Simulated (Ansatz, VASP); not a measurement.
**Au in VASP and in Ansatz**

The input INCAR:

```
SYSTEM = Au
PREC     = Accurate       ! precision mode
ENCUT    = 520            ! plane-wave cutoff, eV
EDIFF    = 1E-6           ! SCF threshold, eV
ISMEAR   = 0              ! smearing method
SIGMA    = 0.15           ! smearing width, eV
LREAL    = .False.        ! projectors in reciprocal space
LASPH    = .True.         ! aspherical terms in the spheres
NELM     = 60             ! most SCF steps
ALGO     = Fast           ! electronic algorithm
ISIF     = 2              ! what is computed and relaxed
LWAVE    = .False.        ! write WAVECAR
LCHARG   = .False.        ! write CHGCAR
GGA      = PS             ! functional
NBANDS   = 18             ! bands
```

File KPOINTS:

```
Automatic mesh
0
Gamma
  18 18 10
  0 0 0
```

File POSCAR:

```
Au
1.0
    2.8999984104      0.0000000000      0.0000000000
   -1.4499992052      2.5114722944      0.0000000000
    0.0000000000      0.0000000000      4.8800000000
Au
2
Direct
    0.3453359679      0.8458444346      0.7500000000
    0.6666666667      0.3333333333      0.2500000000
```

Input for Ansatz:

```yaml
crystal:
  lattice:
    - [2.8999984104, 0.0, 0.0]
    - [-1.4499992052, 2.5114722944, 0.0]
    - [0.0, 0.0, 4.88]
  atoms:
    - { symbol: Au, position: [0.3453359679, 0.8458444346, 0.75] }
    - { symbol: Au, position: [0.6666666667, 0.3333333333, 0.25] }
basis:
  ecutwfc: 420
kpoints:
  mp_grid: { grid: [18, 18, 10] }
hamiltonian:
  xc: pbesol
scf:
  occupations: { method: gaussian, width: 0.15 }
output:
  forces: true
  stress: true
  eigenvalues: true
  write_density: true
  write_potential: true
  elf: true
  volumetric_format: npy
```

Alike in both runs: task single point; functional PBEsol; k mesh 18 × 18 × 10; occupations gaussian, width 0.15 eV; no spin polarisation.

|  | VASP | Ansatz |
| --- | --- | --- |
| version | VASP 6.6.1 | Ansatz 0.2.0 |
| potentials or method | VASP PAW PBE potentials, release 64 (Au), cutoff 520 eV | scalar-relativistic, plane waves, PAW |
| valence electrons in the cell | 22 | 38 |

Ansatz gave:

| Quantity | Value |
| --- | --- |
| gap on the k mesh at the Fermi level (eV) | none |
| pressure (GPa) | -4.3 |
| traceless stress, the component that is largest in VASP (GPa) | 3.70 |
| rms of the force components (eV/Å) | 0.222 |

Problem. Which values does VASP return?

Solution. gap on the k mesh at the Fermi level (eV): none; pressure (GPa): -4.6; traceless stress, the component that is largest in VASP (GPa): 3.66; rms of the force components (eV/Å): 0.222.

VASP's potentials were made for PBE, not for PBEsol. Atom by atom the forces differ by 0.000 eV/Å (rms over components). A gap of «none» marks a metal or a gap that the smearing closes. The functional is the same, so the differences come from potentials, cutoffs and numerics. VASP's potentials hold 22 valence electrons a cell and Ansatz's 38, so a difference there can come from the potentials and not from the codes.

Neither program's run includes spin-orbit coupling.
